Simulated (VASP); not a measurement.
The system is SiNi.

```
Ni Si
1.0
     2.88270    0.00000    0.00000
     0.00000    3.21336    0.00000
     0.00000    0.00000    4.58196
Ni Si
2 2
Direct
  0.50000 0.50000 0.34250
  0.00000 0.00000 0.65750
  0.50000 0.50000 0.84314
  0.00000 0.00000 0.15686
```

Base run:

- Program: VASP 6.6.1
- Functional: BLYP
- Potentials or basis: VASP PAW PBE potentials, release 64 (Ni, Si)
- Cutoff: 520 eV
- k mesh: 9 × 8 × 6
- Occupations: fermi-dirac, width 0.05 eV
- Spin: collinear spin, ferromagnetic start
- Starting moments: [1.0, 1.0, 0.0, 0.0] μB

Its results: band gap on the k mesh zero (filled and empty bands overlap); pressure 32.0 GPa; net moment 0.00 μB per cell; largest force 0.070 eV/Å.

**Question.** The run is repeated on the same cell with these changes: functional from BLYP to PBE; further incar settings from ALGO = Normal; EDIFF = 1e-07; NBANDS = 26 to ALGO = Normal; EDIFF = 1e-06; NBANDS = 26. What comes out?

**Answer.** Band gap on the k mesh zero (filled and empty bands overlap); pressure 21.8 GPa; net moment 0.00 μB per cell; largest force 0.259 eV/Å.

Caveats: the PAW data sets were made with another functional, which shifts forces and pressure a little (some runs).
